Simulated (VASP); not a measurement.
# MgSnO2 (P4/mmm) in VASP: a series of runs, part 3 of 3

VASP 6.6.1. Earlier steps stand in the parts before.

### Step 5. Single point, PBE

This run uses another cell than the first one, of 13.83 Å³/atom, 1.069 times its volume.

The input, INCAR:

```
SYSTEM = MgSnO2
  PREC = Accurate
  ENCUT = 520
  EDIFF = 1E-6
  ISMEAR = 0
  SIGMA = 0.1
  LREAL = .False.
  LASPH = .True.
  NELM = 80
  ALGO = Normal
  ISIF = 2
  LWAVE = .False.
  LCHARG = .False.
  GGA = PE
  NBANDS = 22
```

The input, KPOINTS:

```
regular mesh
0
Gamma
  12 12 16
  0 0 0
```

The input, POSCAR:

```
MgSnO2
1.0
    4.2919606968      0.0000000000      0.0000000000
    0.0000000000      4.2919606968      0.0000000000
    0.0000000000      0.0000000000      3.0041627522
Mg Sn O
1 1 2
Direct
    0.5000000000      0.5000000000      0.5000000000
    0.0000000000      0.0000000000      0.0000000000
    0.5000000000      0.0000000000      0.0000000000
    0.0000000000      0.5000000000      0.0000000000
```

On the command line:

```console
$ cat potpaw_PBE.64/Mg/POTCAR potpaw_PBE.64/Sn_d/POTCAR potpaw_PBE.64/O/POTCAR > POTCAR
$ mpirun -np 1 vasp_std > vasp.out
```

It took 3.6 min on 1 thread of Oxide Virtual Turin-like, shared host; peak memory 0.37 GiB.

Results (log left out):

| Property | Result |
| --- | --- |
| Free energy | -20.1294 eV |
| Pressure | 0.1 GPa |
| Band gap on the k mesh | zero (band 14 reaches 8.00 eV, above the bottom of band 15 at 6.30 eV) |

Stress tensor (GPa, compression positive):
```
 0.21  0.00  0.00
 0.00  0.21  0.00
 0.00  0.00 -0.26
```

Levels at points of the mesh, in eV from the Fermi level:
| k point | band 10 | band 11 | band 12 | band 13 | band 14 | band 15 | band 16 | band 17 | band 18 | band 19 |
| --- | --- | --- | --- | --- | --- | --- | --- | --- | --- | --- |
| (0.00, 0.00, 0.00) | -5.70 | -3.94 | -3.94 | -3.16 | -2.41 | -0.70 | 5.72 | 5.72 | 7.53 | 7.94 |
| (0.50, 0.00, 0.00) | -5.86 | -4.63 | -2.80 | -2.60 | -0.58 | 1.17 | 4.44 | 5.38 | 5.54 | 6.90 |
| (0.50, 0.50, 0.00) | -3.24 | -3.07 | -2.59 | -2.59 | 1.00 | 1.28 | 1.28 | 3.27 | 7.97 | 8.86 |
| (0.00, 0.00, 0.50) | -6.23 | -4.29 | -3.59 | -3.59 | -1.69 | 0.33 | 2.40 | 4.48 | 4.48 | 5.22 |
| (0.50, 0.00, 0.50) | -5.79 | -5.20 | -4.73 | -4.05 | -0.82 | 2.16 | 3.04 | 4.07 | 5.90 | 6.52 |
| (0.50, 0.50, 0.50) | -4.94 | -4.94 | -3.05 | -2.78 | -2.77 | 1.52 | 4.31 | 5.43 | 5.43 | 5.66 |

Caveat: spin-orbit coupling is left out, which moves the levels of the heavy elements.

### Step 6. Relaxation of cell and atoms, PBE

This run uses another cell than the first one, of 13.77 Å³/atom, 1.064 times its volume.

The input, INCAR:

```
SYSTEM = MgSnO2
  PREC = Accurate
  ENCUT = 600
  EDIFF = 1E-6
  ISMEAR = 0
  SIGMA = 0.1
  LREAL = .FALSE.
  LASPH = .TRUE.
  NELM = 60
  ALGO = Normal
  ISIF = 3
  LWAVE = .FALSE.
  LCHARG = .FALSE.
  GGA = PE
  IBRION = 2
  NSW = 100
  EDIFFG = -0.01
```

The input, KPOINTS:

```
Automatic mesh
0
G
  12 12 16
  0 0 0
```

The input, POSCAR:

```
MgSnO2
1.0
    4.2903163754      0.0000000000      0.0000000000
    0.0000000000      4.2903163754      0.0000000000
    0.0000000000      0.0000000000      2.9913172033
Mg Sn O
1 1 2
Direct
    0.5000000000      0.5000000000      0.5000000000
    0.0000000000      0.0000000000      0.0000000000
    0.5000000000      0.0000000000      0.0000000000
    0.0000000000      0.5000000000      0.0000000000
```

Potentials or basis: VASP PAW PBE potentials, release 64 (Mg, Sn_d, O).

On the command line:

```console
$ cat potpaw_PBE.64/Mg/POTCAR potpaw_PBE.64/Sn_d/POTCAR potpaw_PBE.64/O/POTCAR > POTCAR
$ mpirun -np 1 vasp_std > vasp.out
```

Wall time 10 min (1 thread of Oxide Virtual Turin-like, shared host); peak memory 0.42 GiB.

It converged, with:

```
Free energy                            : -20.1335 eV
Relaxed volume                         : 13.82 Å³/atom
Relaxed cell                           : a = 4.293 Å, b = 4.293 Å, c = 2.999 Å, α = 90.00°, β = 90.00°, γ = 90.00°
Space group after relaxing (to 0.05 Å) : P4/mmm (No. 123)
Energy gained by relaxing              : 0.1 meV/atom
Ionic steps                            : 5
Pressure after relaxing                : 0.0 GPa
Band gap on the k mesh                 : zero (band 14 reaches 8.01 eV, above the bottom of band 15 at 6.30 eV)
```

Step by step:
| step | energy change (eV) | largest force (eV/Å) | pressure (GPa) | volume (Å³) |
| --- | --- | --- | --- | --- |
| 1 | 0.0000 | 0.0000 | 0.34 | 55.06 |
| 2 | -0.0002 | 0.0000 | -0.10 | 55.29 |
| 3 | -0.0002 | 0.0000 | -0.01 | 55.25 |
| 4 | -0.0002 | 0.0000 | -0.03 | 55.26 |
| 5 | -0.0002 | 0.0000 | -0.01 | 55.27 |

Final structure:
```
Mg Sn O
1.0
     4.29338    0.00000    0.00000
     0.00000    4.29338    0.00000
     0.00000    0.00000    2.99859
Mg Sn O
1 1 2
Direct
  0.50000 0.50000 0.50000
  0.00000 0.00000 0.00000
  0.50000 0.00000 0.00000
  0.00000 0.50000 0.00000
```

Levels at points of the mesh, in eV from the Fermi level:
| k point | band 12 | band 13 | band 14 | band 15 | band 16 | band 17 |
| --- | --- | --- | --- | --- | --- | --- |
| (0.00, 0.00, 0.00) | -3.94 | -3.13 | -2.39 | -0.70 | 5.72 | 5.72 |
| (0.50, 0.00, 0.00) | -2.78 | -2.58 | -0.58 | 1.18 | 4.43 | 5.38 |
| (0.50, 0.50, 0.00) | -2.57 | -2.57 | 1.00 | 1.28 | 1.28 | 3.28 |
| (0.00, 0.00, 0.50) | -3.58 | -3.58 | -1.68 | 0.32 | 2.40 | 4.49 |
| (0.50, 0.00, 0.50) | -4.72 | -4.04 | -0.83 | 2.17 | 3.06 | 4.07 |
| (0.50, 0.50, 0.50) | -3.04 | -2.78 | -2.77 | 1.54 | 4.32 | 5.43 |

Caveat: spin-orbit coupling is left out, which moves the levels of the heavy elements.

### Step 7. Summary

```tsv
task	cell	k mesh	cutoff (eV)	gap on the mesh (eV)	pressure (GPa)	relaxed volume (Å³/atom)
single point	a = 4.446, b = 4.446, c = 2.619 Å, 4 atoms	4 × 4 × 6	520	none	4.6	-
single point	a = 4.290, b = 4.290, c = 2.991 Å, 4 atoms	4 × 4 × 6	520	none	0.0	-
relaxation of cell and atoms	relaxed from a = 4.446, b = 4.446, c = 2.619 Å, 4 atoms	4 × 4 × 6	600	none	0.0	13.72
single point	a = 4.292, b = 4.292, c = 3.004 Å, 4 atoms	12 × 12 × 16	520	none	0.1	-
relaxation of cell and atoms	relaxed from a = 4.290, b = 4.290, c = 2.991 Å, 4 atoms	12 × 12 × 16	600	none	0.0	13.82
```

Alike in all rows: level PBE; potentials or basis VASP PAW PBE potentials, release 64 (Mg, Sn_d, O); no spin polarisation; smearing gaussian 0.1 eV.

Caveats: some runs use coarse meshes; spin-orbit coupling is left out, which moves the levels of the heavy elements.

Total energies depend on the potentials used, so only differences within one code and one set of settings carry meaning.
